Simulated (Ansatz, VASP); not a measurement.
## One calculation of MoS2, two programs

File INCAR:

```
SYSTEM = MoS2
PREC = Accurate ; ENCUT = 600
EDIFF = 1E-6 ; ISMEAR = 0
SIGMA = 0.02 ; LREAL = .FALSE.
LASPH = .TRUE. ; NELM = 100
ALGO = Normal ; ISIF = 3
LWAVE = .FALSE. ; LCHARG = .FALSE.
GGA = PE ; IBRION = 2
NSW = 100 ; EDIFFG = -0.01
```

The input KPOINTS:

```
regular mesh
0
G
  12 12 2
  0 0 0
```

POSCAR

```
MoS2
1.0
    3.1841754076      0.0000000000      0.0000000000
   -1.5920877038      2.7575767931      0.0000000000
    0.0000000000      0.0000000000     18.9492701106
Mo S
1 2
Direct
    0.6666666667      0.3333333333      0.0000000000
    0.0000000000      0.0000000000      0.9175614736
    0.0000000000      0.0000000000      0.0824385264
```

Input for Ansatz:

```yaml
crystal:
  lattice:
    - [3.1841754076, 0.0, 0.0]
    - [-1.5920877038, 2.7575767931, 0.0]
    - [0.0, 0.0, 18.9492701106]
  atoms:
    - { symbol: Mo, position: [0.6666666667, 0.3333333333, 0.0] }
    - { symbol: S, position: [0.0, 0.0, 0.9175614736] }
    - { symbol: S, position: [0.0, 0.0, 0.0824385264] }
basis:
  ecutwfc: 420
kpoints:
  mp_grid: { grid: [12, 12, 2] }
hamiltonian:
  xc: pbe
scf:
  occupations: { method: gaussian, width: 0.02 }
output:
  forces: true
  stress: true
  eigenvalues: true
  write_density: true
  write_potential: true
  elf: true
  volumetric_format: npy
relax:
  adjacent_minimum: "off"
  f_tol: 0.01
  max_steps: 80
  cell: { stress_tol: 0.05 }
```

Alike in both runs: task relaxation of cell and atoms; functional PBE; k mesh 12 × 12 × 2; occupations gaussian, width 0.02 eV; no spin polarisation.

|  | VASP | Ansatz |
| --- | --- | --- |
| version | VASP 6.6.1 | Ansatz 0.2.0 |
| potentials or method | VASP PAW PBE potentials, release 64 (Mo_sv, S), cutoff 600 eV | scalar-relativistic, plane waves, PAW |
| valence electrons in the cell | 26 | 26 |

|  | VASP | Ansatz | Ansatz less VASP |
| --- | --- | --- | --- |
| gap on the k mesh at the Fermi level, each at its own relaxed structure (eV) | 1.67 | 1.66 | -0.009 |
| relaxed volume (Å³/atom) | 55.46 | 55.47 | +0.012 |
| relaxed cell length with the largest relative difference (Å) | 3.184 | 3.185 | +0.0003 |

Noted on VASP's run: the relaxation stopped at its first step, so nothing moved.
